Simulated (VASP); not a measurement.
Input of a VASP 6.6.1 run:

File INCAR:

```
PREC = Accurate ; ENCUT = 520
EDIFF = 1E-8 ; ISMEAR = -1
SIGMA = 0.05 ; LREAL = False
LASPH = True ; NELM = 100
ALGO = Normal ; ISIF = 2
LWAVE = False ; LCHARG = False
GGA = PE ; LEFG = True
NBANDS = 10
```

File KPOINTS:

```
Automatic mesh
0
Gamma
  14 14 14
```

The input POSCAR:

```
Os
1.0
    0.0000000000      1.9450000000      2.0033500000
    1.9450000000      0.0000000000      2.0033500000
    1.9450000000      1.9450000000      0.0000000000
Os
1
Direct
    0.0000000000      0.0000000000      0.0000000000
```

Potentials or basis: VASP PAW PBE potentials, release 64 (Os).

Command:

```sh
$ cat potpaw_PBE.64/Os/POTCAR > POTCAR
$ mpirun -np 1 vasp_std > vasp.out
```

(1) Estimate the pressure.

(2) Estimate the band gap on the k mesh.

## Answers

(1) -19.1 GPa.

(2) zero (band 4 reaches 10.58 eV, above the bottom of band 5 at 6.98 eV).

Caveat: the cell differs from its parent crystal (zz strain of +3 %); without QUAD_EFG the Cq values of the log hold for a quadrupole moment of 1 mb, not for the nuclei; spin-orbit coupling is left out, which moves the levels of the heavy elements.
